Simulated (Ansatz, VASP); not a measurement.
## Be5ZnSe6 in VASP and in Ansatz

```
Be Zn Se
1.0
     3.72367    0.00000    0.00000
    -1.86183    3.22479    0.00000
     0.00000    0.00000   18.33088
Be Zn Se
5 1 6
Direct
  0.33333 0.66667 0.00446
  0.66667 0.33333 0.84262
  0.33333 0.66667 0.49079
  0.66667 0.33333 0.32860
  0.00000 0.00000 0.16653
  0.00000 0.00000 0.66420
  0.33333 0.66667 0.88222
  0.66667 0.33333 0.72103
  0.00000 0.00000 0.53029
  0.33333 0.66667 0.36850
  0.66667 0.33333 0.20641
  0.00000 0.00000 0.04434
```

Alike in both runs: functional PBE; k mesh 12 × 12 × 2; occupations gaussian, width 0.02 eV; no spin polarisation.

Ansatz relaxed the structure, and its values are those at the end. VASP's run is a single point on that final structure, the one shown.

|  | VASP | Ansatz |
| --- | --- | --- |
| version | VASP 6.6.1 | Ansatz 0.2.0 |
| potentials or method | VASP PAW PBE potentials, release 64 (Be, Zn, Se), cutoff 520 eV | scalar-relativistic, plane waves, PAW |
| valence electrons in the cell | 58 | 118 |

```csv
,VASP,Ansatz,Ansatz less VASP
gap on the k mesh at the Fermi level (eV),2.11,2.13,+0.013
least direct gap on the mesh (eV),2.81,2.81,0.000
pressure (GPa),0.2,0.0,-0.19
rms of the force components (eV/Å),0.004,0.002,-0.0029
```

VASP's potentials hold 58 valence electrons a cell and Ansatz's 118, so a difference there can come from the potentials and not from the codes.
